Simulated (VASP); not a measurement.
Set up this calculation in VASP 6.6.1, as the native input.

```yaml
Task: single point
Functional: r2SCAN
Potentials_or_basis: VASP PAW PBE potentials, release 64 (Cs_sv, C)
Cutoff: 520 eV
k_mesh: 6 × 6 × 4
Occupations: fermi-dirac, width 0.005 eV
Spin: no spin polarisation
Dipole_correction: no
Further_INCAR_settings: ALGO = Normal; EDIFF = 1e-06; NBANDS = 14
```

The system is CsC.

```
Cs C
1.0
     3.92918    0.00000    0.00000
    -1.96459    3.40277    0.00000
     0.00000    0.00000    5.82433
Cs C
1 1
Direct
  0.01613 0.00707 0.99882
  0.01156 0.02126 0.50441
```

One way to write it, as run:

POSCAR

```
CsC
1.0
    3.9291816700      0.0000000000      0.0000000000
   -1.9645908300      3.4027711400      0.0000000000
    0.0000000000      0.0000000000      5.8243269500
Cs C
1 1
Direct
    0.0161270000      0.0070670000     -0.0011790000
    0.0115570000      0.0212560000      0.5044060000
```

INCAR.step1

```
SYSTEM = CsC
PREC = Accurate ; ENCUT = 520
ISMEAR = -1 ; SIGMA = 0.005
LREAL = .FALSE. ; LASPH = .TRUE.
NELM = 100 ; NBANDS = 14
GGA = PE ; ALGO = Normal
EDIFF = 1E-4 ; LWAVE = .TRUE.
LCHARG = .FALSE.
```

INCAR.step2

```
SYSTEM = CsC
PREC = Accurate ; ENCUT = 520
EDIFF = 1E-6 ; ISMEAR = -1
SIGMA = 0.005 ; LREAL = .FALSE.
LASPH = .TRUE. ; NELM = 100
ALGO = Normal ; ISIF = 2
LWAVE = .FALSE. ; LCHARG = .FALSE.
METAGGA = R2SCAN ; LMIXTAU = .TRUE.
NBANDS = 14 ; ISTART = 1
```

KPOINTS

```
regular mesh
0
G
  6 6 4
  0 0 0
```

Potentials or basis: VASP PAW PBE potentials, release 64 (Cs_sv, C).

Run with:

```sh
$ cat potpaw_PBE.64/Cs_sv/POTCAR potpaw_PBE.64/C/POTCAR > POTCAR
$ cp INCAR.step1 INCAR
$ mpirun -np 1 vasp_std > vasp.out
$ cp INCAR.step2 INCAR
$ mpirun -np 1 vasp_std > vasp.out
```

It gave:

```
Pressure               : -1.2 GPa
Largest force          : 0.139 eV/Å
Band gap on the k mesh : zero (an odd number of electrons rules out a gap without spin polarisation)
```

Caveat: the PAW data sets were made with another functional, which shifts forces and pressure a little; spin-orbit coupling is left out, which moves the levels of the heavy elements; an odd number of electrons without spin polarisation forces a metal; a magnetic or distorted state may lie lower.

It took 4.2 min on 1 thread of Intel(R) Xeon(R) Platinum 8488C (Sapphire Rapids), on a shared host, peak memory 0.25 GiB.
